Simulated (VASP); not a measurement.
# GaN (Imm2) in VASP: single point with r2SCAN

Aim: the single point of GaN with r2SCAN.

All numbers are computed with VASP 6.6.1; they aren't measurements. Logs are shortened: lines on timing, memory, paths and dates and some standing lists are left out, and cuts for length are marked.

## 1. The cell of the first run

It takes space group Imm2 (No. 44, orthorhombic). Conventional cell: a = 3.187 Å, b = 3.187 Å, c = 4.507 Å, α = 90.00°, β = 90.00°, γ = 90.00°. Ga (site symmetry mm2) has 4 N at 1.87 to 2.04 Å within 2.5 Å. Within 2.5 Å of N (site symmetry mm2) lie 4 Ga at 1.87 to 2.04 Å.

## 2. Single point, r2SCAN (atom 1 (Ga) moved by (+0.000, -0.150) A along [1 1 0] and z)

Input file POSCAR:

```
GaN
1.0
    0.0000000000      2.2535006075      2.2535006075
    2.2535006075      0.0000000000      2.2535006075
    2.2535006075      2.2535006075      0.0000000000
Ga N
1 1
Direct
   -0.0332815530     -0.0332815530      0.0332815530
    0.7500000000      0.7500000000      0.7500000000
```

Input file INCAR.step1:

```
SYSTEM = GaN
PREC = Accurate ; ENCUT = 520
ISMEAR = 0 ; SIGMA = 0.05
LREAL = .FALSE. ; LASPH = .TRUE.
NELM = 80 ; NBANDS = 16
GGA = PE ; ALGO = Normal
EDIFF = 1E-4 ; LWAVE = .TRUE.
LCHARG = .FALSE.
```

Input file INCAR.step2:

```
SYSTEM = GaN
PREC = Accurate ; ENCUT = 520
EDIFF = 1E-7 ; ISMEAR = 0
SIGMA = 0.05 ; LREAL = .FALSE.
LASPH = .TRUE. ; NELM = 80
ALGO = Normal ; ISIF = 2
LWAVE = .FALSE. ; LCHARG = .FALSE.
METAGGA = R2SCAN ; LMIXTAU = .TRUE.
NBANDS = 16 ; ISTART = 1
```

Input file KPOINTS:

```
Automatic mesh
0
G
  10 10 10
  0 0 0
```

Potentials or basis: VASP PAW PBE potentials, release 64 (Ga_d, N).

Started as:

```bash
> cat potpaw_PBE.64/Ga_d/POTCAR potpaw_PBE.64/N/POTCAR > POTCAR
> cp INCAR.step1 INCAR
> mpirun -np 1 vasp_std > vasp.out
> cp INCAR.step2 INCAR
> mpirun -np 1 vasp_std > vasp.out
```

OUTCAR:

```text
SYSTEM = GaN
   PREC = Accurate
   ENCUT = 520
   EDIFF = 1E-7
   ISMEAR = 0
   LREAL = .FALSE.
   LASPH = .TRUE.
   NELM = 80
   ISIF = 2
   METAGGA = R2SCAN
   ISTART = 1

 ion  position               nearest neighbor table
   1  0.967  0.967  0.033-   2 1.87   2 1.87   2 2.04   2 2.04
   2  0.750  0.750  0.750-   1 1.87   1 1.87   1 2.04   1 2.04

  LATTYP: Found a face centered cubic cell.
 ALAT       =     4.5070012150

  Lattice vectors:

 A1 = (   0.0000000000,   2.2535006075,   2.2535006075)
 A2 = (   2.2535006075,   0.0000000000,   2.2535006075)
 A3 = (   2.2535006075,   2.2535006075,   0.0000000000)

Analysis of symmetry for initial positions (statically):
=====================================================================
 Subroutine PRICEL returns:
 Original cell was already a primitive cell.

 Routine SETGRP: Setting up the symmetry group for a
 face centered cubic supercell.

 Subroutine GETGRP returns: Found  4 space group operations
 (whereof  4 operations were pure point group operations)
 out of a pool of 48 trial point group operations.

The static configuration has the point symmetry C_2v.

Analysis of symmetry for dynamics (positions and initial velocities):
=====================================================================
 Subroutine PRICEL returns:
 Original cell was already a primitive cell.

 Routine SETGRP: Setting up the symmetry group for a
 face centered cubic supercell.

 Subroutine GETGRP returns: Found  4 space group operations
 (whereof  4 operations were pure point group operations)
 out of a pool of 48 trial point group operations.

The dynamic configuration has the point symmetry C_2v.

 Subroutine INISYM returns: Found  4 space group operations
 (whereof  4 operations are pure point group operations),
 and found     1 'primitive' translations

----------------------------------------------------------------------------------------

                                     Primitive cell

  volume of cell :      22.8877

  direct lattice vectors                    reciprocal lattice vectors
     0.000000000  2.253500607  2.253500607    -0.221877020  0.221877020  0.221877020
     2.253500607  0.000000000  2.253500607     0.221877020 -0.221877020  0.221877020
     2.253500607  2.253500607  0.000000000     0.221877020  0.221877020 -0.221877020

  length of vectors
     3.186931122  3.186931122  3.186931122     0.384302272  0.384302272  0.384302272

  position of ions in fractional coordinates (direct lattice)
     0.966718447  0.966718447  0.033281553
     0.750000000  0.750000000  0.750000000

  ion indices of the primitive-cell ions
   primitive index   ion index
                 1           1
                 2           2

----------------------------------------------------------------------------------------

 KPOINTS: Automatic mesh

Automatic generation of k-mesh.
 Grid dimensions read from file:
 generate k-points for:   10   10   10

 Generating k-lattice:

  Cartesian coordinates                     Fractional coordinates (reciprocal lattice)
    -0.022187702  0.022187702  0.022187702     0.100000000  0.000000000  0.000000000
     0.022187702 -0.022187702  0.022187702     0.000000000  0.100000000  0.000000000
     0.022187702  0.022187702 -0.022187702     0.000000000  0.000000000  0.100000000

  Length of vectors
     0.038430227  0.038430227  0.038430227

  Shift w.r.t. Gamma in fractional coordinates (k-lattice)
     0.000000000  0.000000000  0.000000000

 Subroutine IBZKPT returns following result:
 ===========================================

 Found    171 irreducible k-points:

 Following reciprocal coordinates:
            Coordinates               Weight
  0.000000  0.000000  0.000000      1.000000
  0.100000  0.000000  0.000000      4.000000
  0.000000  0.000000  0.100000      4.000000
  0.200000  0.000000  0.000000      4.000000
  0.000000  0.000000  0.200000      4.000000
  0.300000  0.000000  0.000000      4.000000
[... 16 lines left out ...]
  0.000000  0.400000  0.100000      8.000000
  0.100000  0.000000  0.400000      8.000000
 [... further k-points ...]
   k-points           NKPTS =    171   k-points in BZ     NKDIM =    171   number of bands    NBANDS=     16
   number of dos      NEDOS =    301   number of ions     NIONS =      2
   total plane-waves  NPLWV =  13824
   dimension x,y,z NGX =    24 NGY =   24 NGZ =   24
   dimension x,y,z NGXF=    48 NGYF=   48 NGZF=   48
   ions per type =               1   1
   NGX,Y,Z   is equivalent  to a cutoff of  12.52, 12.52, 12.52 a.u.
   NGXF,Y,Z  is equivalent  to a cutoff of  25.04, 25.04, 25.04 a.u.
 SYSTEM =  GaN
   PREC   = accura    normal or accurate (medium, high low for compatibility)
   ISTART =      1    job   : 0-new  1-cont  2-samecut
   ICHARG =      0    charge: 1-file 2-atom 10-const
   ISPIN  =      1    spin polarized calculation?
   LNONCOLLINEAR =      F non collinear calculations
   LSORBIT =      F    spin-orbit coupling
   LASPH  =      T    aspherical Exc in radial PAW
   ENCUT  =  520.0 eV  38.22 Ry    6.18 a.u.   5.93  5.93  5.93*2*pi/ulx,y,z
   NELM   =     80;   NELMIN=  2; NELMDL=  0     # of ELM steps
   EDIFF  = 0.1E-06   stopping-criterion for ELM
   LREAL  =      F    real-space projection
   EDIFFG = 0.1E-05   stopping-criterion for IOM
   NSW    =      0    number of steps for IOM
   IBRION =     -1    ionic relax: 0-MD 1-quasi-New 2-CG
   NFREE  =      0    steps in history (QN), initial steepest desc. (CG)
   ISIF   =      2    stress and relaxation
   ISYM   =      2    0-nonsym 1-usesym 2-fastsym
   POTIM  = 0.5000    time-step for ionic-motion
   TEBEG  =    0.0;   TEEND  =   0.0 temperature during run
   PSTRESS=    0.0 pullay stress
   NELECT =      18.0000    total number of electrons
   NUPDOWN=      -1.0000    fix difference up-down
   EMIN   =  10.00;   EMAX   =-10.00  energy-range for DOS
   EFERMI =   0.00;   METHOD = LEGACY
   ISMEAR =     0;   SIGMA  =   0.05  broadening in eV -4-tet -1-fermi 0-gaus
   EFERMI_NEDOS =   21; number of points for ismear=-14 and -15
   IALGO  =     38    algorithm
   IMIX   =      4    mixing-type and parameters
     AMIX     =   0.40;   BMIX     =  1.00
     AMIX_MAG =   1.60;   BMIX_MAG =  1.00
  volume/ion in A,a.u.               =      11.44        77.23
  Fermi-wavevector in a.u.,A,eV,Ry     =   1.511117  2.855596 31.068543  2.283473
  Thomas-Fermi vector in A             =   2.621216
   LORBIT       =      0    0 simple, 1 ext, 2 COOP (PROOUT), +10 PAW based schemes
   METAGGA = R2SCAN    functional components
   LHFCALC =     F    Hartree Fock is set to
   AEXX    =    0.0000 exact exchange contribution
   IVDW    =     0    specifies the selected vdW correction
   LEPSILON=     F    determine dielectric tensor
   LRPA    =     F    only Hartree local field effects (RPA)
 non-spin polarized calculation
 Gauss-broadening in eV      SIGMA  =   0.05
  energy-cutoff  :      520.00
  volume of cell :       22.89
 maximum number of plane-waves:       636
   NGX = 11   NGY = 11   NGZ = 11

 number of electron      18.0000000 magnetization

 Free energy of the ion-electron system (eV)
  ---------------------------------------------------
  ext. energy  EPLUGINS =         0.00000000
  ---------------------------------------------------
  free energy    TOTEN  =       -21.75516302 eV

  energy without entropy =      -21.75516302  energy(sigma->0) =      -21.75516302

 E-fermi :   5.4980     XC(G=0): -12.6305

 val. band max:        5.2342077253   @ k =   0.0000   0.0000   0.0000
 cond. band min:       7.1439286082   @ k =   0.0000   0.0000   0.0000
 fundamental gap:      1.9097208829
 Fermi energy:         5.4980183751

 k-point     1 :       0.0000    0.0000    0.0000
  band No.  band energies     occupation
      1     -11.7911      2.00000
      2      -8.9059      2.00000
      3      -8.8065      2.00000
      4      -8.7979      2.00000
      5      -8.5132      2.00000
      6      -8.4992      2.00000
[... 8 lines left out ...]
     15      24.3280      0.00000
     16      24.7858      0.00000

 k-point     2 :       0.1000    0.0000    0.0000
  band No.  band energies     occupation
      1     -11.6874      2.00000
      2      -8.8914      2.00000
      3      -8.8167      2.00000
      4      -8.7325      2.00000
      5      -8.5143      2.00000
      6      -8.5000      2.00000
[... 8 lines left out ...]
     15      23.4615      0.00000
     16      23.4900      0.00000

 k-point     3 :       0.0000    0.0000    0.1000
  band No.  band energies     occupation
      1     -11.6759      2.00000
      2      -8.8917      2.00000
      3      -8.7933      2.00000
      4      -8.7556      2.00000
      5      -8.5138      2.00000
      6      -8.5014      2.00000
[... 8 lines left out ...]
     15      23.2161      0.00000
     16      23.5084      0.00000

 k-point     4 :       0.2000    0.0000    0.0000
  band No.  band energies     occupation
      1     -11.4227      2.00000
      2      -8.8566      2.00000
      3      -8.8019      2.00000
      4      -8.5544      2.00000
      5      -8.5122      2.00000
      6      -8.4986      2.00000
[... 8 lines left out ...]
     15      22.6264      0.00000
     16      22.8173      0.00000
[... 324 lines left out ...]
 k-point    22 :       0.4000    0.1000    0.0000
  band No.  band energies     occupation
      1     -10.9349      2.00000
      2      -8.7815      2.00000
      3      -8.7592      2.00000
      4      -8.5212      2.00000
      5      -8.4616      2.00000
      6      -7.7533      2.00000
[... 8 lines left out ...]
     15      23.9798      0.00000
     16      25.5623      0.00000

 k-point    23 :       0.0000    0.4000    0.1000
  band No.  band energies     occupation
      1     -10.9254      2.00000
      2      -8.8048      2.00000
      3      -8.7550      2.00000
      4      -8.5233      2.00000
      5      -8.4702      2.00000
      6      -7.7500      2.00000
[... 8 lines left out ...]
     15      23.4502      0.00000
     16      26.0143      0.00000

 k-point    24 :       0.1000    0.0000    0.4000
  band No.  band energies     occupation
      1     -10.8351      2.00000
      2      -8.7425      2.00000
      3      -8.7240      2.00000
      4      -8.5087      2.00000
      5      -8.4595      2.00000
      6      -7.7997      2.00000
[... 8 lines left out ...]
     15      23.8470      0.00000
     16      25.1508      0.00000

 [... further k-points ...]

------------------------ aborting loop because EDIFF is reached ----------------------------------------

  FORCE on cell =-STRESS in cart. coord.  units (eV):
  Direction    XX          YY          ZZ          XY          YZ          ZX
  --------------------------------------------------------------------------------------
  -------------------------------------------------------------------------------------
  Total        0.4486669      0.4486669     -0.0010340      1.2899060      0.0000000      0.0000000
  in kB       31.4073729     31.4073729     -0.0723784     90.2953985      0.0000000      0.0000000
  external PRESSURE =      20.9141225 kB  Pullay stress =       0.0000000 kB

 VOLUME and BASIS-vectors are now :
 -----------------------------------------------------------------------------
  energy-cutoff  :      520.00
  volume of cell :       22.89
      direct lattice vectors                 reciprocal lattice vectors
     0.000000000  2.253500607  2.253500607    -0.221877020  0.221877020  0.221877020
     2.253500607  0.000000000  2.253500607     0.221877020 -0.221877020  0.221877020
     2.253500607  2.253500607  0.000000000     0.221877020  0.221877020 -0.221877020

 POSITION                                       TOTAL-FORCE (eV/Angst)
 -----------------------------------------------------------------------------------
      2.25350      2.25350      4.35700         0.000000      0.000000      1.861316
      3.38025      3.38025      3.38025        -0.000000     -0.000000     -1.861316
 -----------------------------------------------------------------------------------
    total drift:                               -0.000004     -0.000004     -0.020904

  FREE ENERGIE OF THE ION-ELECTRON SYSTEM (eV)
  ---------------------------------------------------
  free  energy   TOTEN  =       -21.7551630227 eV

  energy  without entropy=      -21.7551630227  energy(sigma->0) =      -21.75516302
```

Run time: 1.9 min. Hardware: 1 thread of Intel Xeon Platinum 8488C (Sapphire Rapids), shared host; peak memory 0.19 GiB.

What came out:

| Quantity | Value |
| --- | --- |
| Free energy | -21.7552 eV |
| Pressure | 2.1 GPa |
| Largest force | 1.861 eV/Å |
| Band gap on the k mesh | 1.91 eV, direct |

Forces in eV/Å, atoms in the order of the input:
```
Ga   0.000  0.000  1.861
N    0.000  0.000 -1.861
```

Stress tensor (GPa, compression positive):
```
 3.14  9.03  0.00
 9.03  3.14  0.00
 0.00  0.00 -0.01
```

Levels at points of the mesh, in eV from the valence-band top:
```csv
k point,band 7,band 8,band 9,band 10,band 11,band 12
"(0.00, 0.00, 0.00)",-0.58,-0.15,0.00,1.91,10.67,10.79
"(0.50, 0.00, 0.00)",-7.09,-1.58,-0.84,4.79,9.13,10.10
"(0.00, 0.00, 0.50)",-7.65,-1.52,-0.90,5.06,9.21,10.28
"(0.50, 0.50, 0.00)",-6.38,-3.22,-2.82,3.52,7.07,12.30
"(0.00, 0.50, 0.50)",-6.50,-2.96,-2.92,3.48,6.90,12.29
```

Caveat: the cell differs from its parent crystal (atom 1 (Ga) moved by (+0.000, -0.150) A along [1 1 0] and z); the PAW data sets were made with another functional, which shifts forces and pressure a little.
